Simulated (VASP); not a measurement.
# SiNi2 (P6_3/mmc) in VASP: a series of runs, part 2 of 2

VASP 6.6.1. Earlier steps stand in the parts before.

## Step 4: Single point, PBE (biaxial strain in the a-b plane: -4.0 %)

File INCAR:

```
PREC = Accurate ; ENCUT = 520
EDIFF = 1E-6 ; ISMEAR = 0
SIGMA = 0.1 ; LREAL = False
LASPH = True ; NELM = 80
ALGO = Fast ; ISIF = 2
LWAVE = False ; LCHARG = True
GGA = PE ; LELF = True
LVHAR = True ; NBANDS = 33
```

File KPOINTS:

```
regular mesh
0
Gamma
  12 12 8
```

File POSCAR:

```
SiNi2
1.0
    3.7554492501      0.0000000000      0.0000000000
   -1.8777246250      3.2523144532      0.0000000000
    0.0000000000      0.0000000000      5.1112470744
Si Ni
2 4
Direct
    0.3333333333      0.6666666667      0.7500000000
    0.6666666667      0.3333333333      0.2500000000
    0.0000000000      0.0000000000      0.0000000000
    0.0000000000      0.0000000000      0.5000000000
    0.3333333333      0.6666666667      0.2500000000
    0.6666666667      0.3333333333      0.7500000000
```

Potentials or basis: VASP PAW PBE potentials, release 64 (Si, Ni).

On the command line:

```bash
$ cat potpaw_PBE.64/Si/POTCAR potpaw_PBE.64/Ni/POTCAR > POTCAR
$ mpirun -np 1 vasp_std > vasp.out
```

OUTCAR:

```text
PREC = Accurate
   ENCUT = 520
   EDIFF = 1E-6
   ISMEAR = 0
   LREAL = False
   LASPH = True
   NELM = 80
   ISIF = 2
   GGA = PE

 ion  position               nearest neighbor table
   1  0.333  0.667  0.750-   6 2.17   6 2.17   6 2.17   3 2.52   4 2.52   4 2.52   3 2.52   4 2.52
                             3 2.52   5 2.56   5 2.56
   2  0.667  0.333  0.250-   5 2.17   5 2.17   5 2.17   3 2.52   4 2.52   3 2.52   4 2.52   3 2.52
                             4 2.52   6 2.56   6 2.56
   3  0.000  0.000  0.000-   1 2.52   2 2.52   5 2.52   6 2.52   1 2.52   5 2.52   2 2.52   6 2.52
                             2 2.52   6 2.52   1 2.52   5 2.52   4 2.56   4 2.56
[... 1082 lines left out ...]
  Total        9.0652362      9.0652362      1.4427225      0.0000000      0.0000000     -0.0000000
  in kB      232.6528663    232.6528663     37.0264511      0.0000000      0.0000000     -0.0000000
  external PRESSURE =     167.4440612 kB  Pullay stress =       0.0000000 kB

 VOLUME and BASIS-vectors are now :
 -----------------------------------------------------------------------------
  energy-cutoff  :      520.00
  volume of cell :       62.43
      direct lattice vectors                 reciprocal lattice vectors
     3.755449250  0.000000000  0.000000000     0.266279727  0.153736672  0.000000000
    -1.877724625  3.252314453  0.000000000     0.000000000  0.307473344  0.000000000
     0.000000000  0.000000000  5.111247074     0.000000000  0.000000000  0.195646969

 POSITION                                       TOTAL-FORCE (eV/Angst)
 -----------------------------------------------------------------------------------
     -0.00000      2.16821      3.83344         0.000000      0.000000      0.000000
      1.87772      1.08410      1.27781        -0.000000      0.000000      0.000000
      0.00000      0.00000      0.00000        -0.000000      0.000000      0.000000
      0.00000      0.00000      2.55562        -0.000000      0.000000      0.000000
     -0.00000      2.16821      1.27781         0.000000      0.000000      0.000000
      1.87772      1.08410      3.83344        -0.000000      0.000000      0.000000
 -----------------------------------------------------------------------------------
    total drift:                                0.000000     -0.000000      0.000000

  FREE ENERGIE OF THE ION-ELECTRON SYSTEM (eV)
  ---------------------------------------------------
  free  energy   TOTEN  =       -35.4300797301 eV

  energy  without entropy=      -35.4129707969  energy(sigma->0) =      -35.42152526
```

OSZICAR:

```text
N       E                     dE             d eps       ncg     rms          rms(c)
DAV:   1     0.323598705127E+03    0.32360E+03   -0.20773E+04  6286   0.189E+03
DAV:   2    -0.165527227904E+02   -0.34015E+03   -0.32097E+03  6270   0.372E+02
DAV:   3    -0.400681497646E+02   -0.23515E+02   -0.22355E+02  6999   0.124E+02
DAV:   4    -0.406745660578E+02   -0.60642E+00   -0.60353E+00  7480   0.182E+01
DAV:   5    -0.406963086624E+02   -0.21743E-01   -0.21734E-01  7867   0.321E+00    0.250E+01
RMM:   6    -0.417310712356E+02   -0.10348E+01   -0.66410E+01  6835   0.811E+01    0.242E+01
RMM:   7    -0.357007600785E+02    0.60303E+01   -0.18710E+01  6317   0.457E+01    0.789E+00
RMM:   8    -0.364511605755E+02   -0.75040E+00   -0.25931E+00  6527   0.150E+01    0.112E+01
RMM:   9    -0.354341534565E+02    0.10170E+01   -0.11969E+00  6528   0.113E+01    0.121E+00
RMM:  10    -0.354304480419E+02    0.37054E-02   -0.76487E-02  6886   0.188E+00    0.644E-01
RMM:  11    -0.354291512835E+02    0.12968E-02   -0.28003E-02  7578   0.136E+00    0.333E-01
RMM:  12    -0.354299819264E+02   -0.83064E-03   -0.88732E-03  7941   0.515E-01    0.282E-01
RMM:  13    -0.354302206491E+02   -0.23872E-03   -0.18375E-03  8992   0.224E-01    0.137E-01
RMM:  14    -0.354300738872E+02    0.14676E-03   -0.47104E-04  6846   0.195E-01    0.627E-02
RMM:  15    -0.354300780358E+02   -0.41486E-05   -0.64188E-05  7460   0.698E-02    0.374E-02
RMM:  16    -0.354300789803E+02   -0.94450E-06   -0.23218E-05  8522   0.264E-02    0.238E-02
RMM:  17    -0.354300797301E+02   -0.74979E-06   -0.27226E-06  4796   0.103E-02
   1 F= -.35430080E+02 E0= -.35421525E+02  d E =-.171089E-01
```

Run time: 1.9 min. Hardware: 1 thread of Intel Xeon 6975P-C (Granite Rapids), shared host; peak memory 0.27 GiB.

What came out:

```
Free energy            : -35.4301 eV
Pressure               : 16.7 GPa
Band gap on the k mesh : zero (bands 24 and 25 overlap by 4.04 eV)
```

Stress tensor (GPa, compression positive):
```
23.27  0.00  0.00
 0.00 23.27  0.00
 0.00  0.00  3.70
```

Caveat: the cell differs from its parent crystal (biaxial strain in the a-b plane: -4.0 %); the cell stands under pressure. Spin polarisation is off, so any magnetic state and its effect on volume and gap are missing.

## Step 5: Overview

| cell | further INCAR settings | gap on the mesh (eV) | pressure (GPa) |
| --- | --- | --- | --- |
| a = 3.677, b = 3.677, c = 5.171 Å, angles 90.0, 90.0, 120.0°, 6 atoms | ALGO = Fast; EDIFF = 1e-07; NBANDS = 33 | none | 27.5 |
| a = 3.677, b = 3.677, c = 5.295 Å, angles 90.0, 90.0, 120.0°, 6 atoms | ALGO = Fast; EDIFF = 1e-06; NBANDS = 33 | none | 22.4 |
| a = 3.755, b = 3.755, c = 5.111 Å, angles 90.0, 90.0, 120.0°, 6 atoms | ALGO = Fast; EDIFF = 1e-06; NBANDS = 33 | none | 16.7 |

Alike in all rows: task single point; level PBE; potentials or basis VASP PAW PBE potentials, release 64 (Si, Ni); no spin polarisation; k mesh 12 × 12 × 8; cutoff (eV) 520; smearing gaussian 0.1 eV.

Caveats: the cell stands under pressure.

Absolute energies hang on the potentials; compare differences alone.
